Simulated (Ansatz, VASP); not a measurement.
## Two plane-wave programs on Zr2Ta3O2

```
Zr Ta O
1.0
     4.84812    0.00000    0.00000
     0.00000    4.84812    0.00000
     0.00000    0.00000    5.02686
Zr Ta O
2 3 2
Direct
  0.50000 0.00000 0.00000
  0.00000 0.50000 0.00000
  0.50000 0.50000 0.50000
  0.50000 0.50000 0.00000
  0.00000 0.00000 0.50000
  0.50000 0.00000 0.50000
  0.00000 0.50000 0.50000
```

Alike in both runs: functional PBE; k mesh 4 × 4 × 3; occupations gaussian, width 0.2 eV; no spin polarisation.

Ansatz relaxed the structure, and its values are those at the end. VASP's run is a single point on that final structure, the one shown.

|  | VASP | Ansatz |
| --- | --- | --- |
| version | VASP 6.6.1 | Ansatz 0.2.0 |
| potentials or method | VASP PAW PBE potentials, release 64 (Zr_sv, Ta_sv_GW, O), cutoff 700 eV | scalar-relativistic, plane waves, PAW |
| valence electrons in the cell | 75 | 75 |

|  | VASP | Ansatz | Ansatz less VASP |
| --- | --- | --- | --- |
| gap on the k mesh at the Fermi level (eV) | none | none | - |
| pressure (GPa) | 0.0 | 0.1 | +0.11 |

A gap of «none» marks a metal or a gap that the smearing closes. With one functional, cell and mesh, what is left measures potentials, basis and numerics.

The k mesh is coarse, so the values compare programs but aren't converged. Neither program's run includes spin-orbit coupling.
